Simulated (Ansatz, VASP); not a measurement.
## GaAs in VASP and in Ansatz

File INCAR:

```
SYSTEM = GaAs
PREC = Accurate
ENCUT = 520
EDIFF = 1E-6
ISMEAR = -1
SIGMA = 0.2585199978643553
LREAL = .FALSE.
LASPH = .TRUE.
NELM = 100
ALGO = Normal
ISIF = 2
LWAVE = .FALSE.
LCHARG = .FALSE.
GGA = PE
NBANDS = 16
```

File KPOINTS:

```
regular mesh
0
G
  4 4 4
  0 0 0
```

POSCAR

```
GaAs
1.0
    0.0000000000      2.8750910496      2.8750910496
    2.8750910496      0.0000000000      2.8750910496
    2.8750910496      2.8750910496      0.0000000000
Ga As
1 1
Direct
    0.0000000000      0.0000000000      0.0000000000
    0.2500000000      0.2500000000      0.2500000000
```

Input for Ansatz:

```yaml
crystal:
  lattice:
    - [0.0, 2.8750910496, 2.8750910496]
    - [2.8750910496, 0.0, 2.8750910496]
    - [2.8750910496, 2.8750910496, 0.0]
  atoms:
    - { symbol: Ga, position: [0.0, 0.0, 0.0] }
    - { symbol: As, position: [0.25, 0.25, 0.25] }
basis:
  ecutwfc: 420
kpoints:
  mp_grid: { grid: [4, 4, 4] }
hamiltonian:
  xc: pbe
scf:
  occupations: { method: fermi_dirac, width: "3000 K" }
output:
  forces: true
  stress: true
  eigenvalues: true
```

Alike in both runs: task single point; functional PBE; k mesh 4 × 4 × 4; no spin polarisation.

|  | VASP | Ansatz |
| --- | --- | --- |
| version | VASP 6.6.1 | Ansatz 0.2.0 |
| potentials or method | VASP PAW PBE potentials, release 64 (Ga_d, As), cutoff 520 eV | scalar-relativistic, plane waves, PAW |
| occupations | fermi-dirac, width 0.25852 eV | fermi-dirac |
| valence electrons in the cell | 18 | 28 |

|  | VASP | Ansatz | Ansatz less VASP |
| --- | --- | --- | --- |
| gap on the k mesh at the Fermi level (eV) | none | none | - |
| pressure (GPa) | 0.9 | 0.7 | -0.15 |

A gap of «none» marks a metal or a gap that the smearing closes. VASP's potentials hold 18 valence electrons a cell and Ansatz's 28, so a difference there can come from the potentials and not from the codes.

The k mesh is coarse, so the values compare programs but aren't converged.
